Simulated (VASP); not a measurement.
Input of a VASP 6.6.1 run:

INCAR

```
ALGO = Normal
EDIFF = 1E-6
ENCUT = 520
GGA = PE
ISIF = 2
ISMEAR = -1
IVDW = 13
LASPH = T
LCHARG = T
LELF = T
LREAL = F
LVHAR = T
LWAVE = F
NBANDS = 19
NELM = 60
PREC = Accurate
SIGMA = 0.05
```

Contents of KPOINTS:

```
k-points
0
Gamma
  9 9 5
```

File POSCAR:

```
Zr
1.0
    3.2114355161      0.0000000000      0.0000000000
   -1.6057177581      2.7811847396      0.0000000000
    0.0000000000      0.0000000000      5.1607006392
Zr
2
Direct
    0.6666666667      0.3333333333      0.7500000000
    0.3333333333      0.6666666667      0.2500000000
```

Potentials or basis: VASP PAW PBE potentials, release 64 (Zr_sv).

Run with:

```bash
$ cat potpaw_PBE.64/Zr_sv/POTCAR > POTCAR
$ mpirun -np 1 vasp_std > vasp.out
```

(1) Predict the band gap on the k mesh.

(2) What does it give for the dispersion energy per atom?

(3) What does it give for the pressure?

Results:

(1) zero (band 12 reaches 9.99 eV, above the bottom of band 13 at 8.85 eV).

(2) -0.207 eV.

(3) 0.0 GPa.

Caveat: pairwise dispersion overbinds metals, which lowers pressure and volume.
